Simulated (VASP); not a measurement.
Input of a VASP 6.6.1 run:

File INCAR:

```
PREC = Accurate
ENCUT = 520
EDIFF = 1E-8
ISMEAR = -1
SIGMA = 0.03
LREAL = F
LASPH = T
NELM = 100
ALGO = Normal
ISIF = 2
LWAVE = F
LCHARG = F
GGA = PE
LEFG = T
NBANDS = 28
```

KPOINTS

```
regular mesh
0
Gamma
  7 7 5
```

The input POSCAR:

```
Ca
1.0
    3.4629657000     -3.6694915100      0.0000000000
    3.4629657000      3.6694915100      0.0000000000
    0.0000000000      0.0000000000      7.0091196500
Ca
4
Direct
    0.1617894600      0.8382105400      0.1965141100
    0.8382105400      0.1617894600      0.8034858900
    0.3382105400      0.6617894600      0.6965141100
    0.6617894600      0.3382105400      0.3034858900
```

Potentials or basis: VASP PAW PBE potentials, release 64 (Ca_sv).

Command:

```sh
$ cat potpaw_PBE.64/Ca_sv/POTCAR > POTCAR
$ mpirun -np 1 vasp_std > vasp.out
```

**Question.** Estimate the pressure.

**Answer.** -0.2 GPa.

**Question.** Predict the band gap on the k mesh.

**Answer.** Zero (band 20 reaches 1.80 eV, above the bottom of band 21 at 1.46 eV).

Stress tensor (GPa, compression positive):
```
-0.05  0.00  0.00
 0.00 -0.30  0.00
 0.00  0.00 -0.20
```

Caveat: without QUAD_EFG the Cq values of the log hold for a quadrupole moment of 1 mb, not for the nuclei.
